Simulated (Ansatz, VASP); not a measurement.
## AlN: VASP beside Ansatz

```
CELL_PARAMETERS angstrom
0.00000 2.18399 2.18399
2.18399 0.00000 2.18399
2.18399 2.18399 0.00000
ATOMIC_POSITIONS crystal
Al 0.96035 0.96035 0.96035
N 0.75000 0.75000 0.75000
```

Change from the starting cell: all Al atoms moved +0.300 Å, as atom 1 towards its neighbour atom 2 (N) at 1.891 Å.

Alike in both runs: task single point; functional r2SCAN; k mesh 10 × 10 × 10; occupations gaussian, width 0.05 eV; no spin polarisation.

```csv
,VASP,Ansatz
version,VASP 6.6.1,Ansatz 0.2.0
potentials or method,"VASP PAW PBE potentials, release 64 (Al, N), cutoff 520 eV","scalar-relativistic, plane waves, PAW"
valence electrons in the cell,8,8
```

```tsv
	VASP	Ansatz	Ansatz less VASP
gap on the k mesh at the Fermi level (eV)	3.59	3.60	+0.009
least direct gap on the mesh (eV)	4.39	4.35	-0.033
pressure (GPa)	18.2	18.1	-0.05
traceless stress, the component that is largest in VASP (GPa)	26.69	26.08	-0.603
rms of the force components (eV/Å)	5.434	5.347	-0.0872
```

VASP's potentials were made for PBE, not for r2SCAN. Atom by atom the forces differ by 0.087 eV/Å (rms over components).
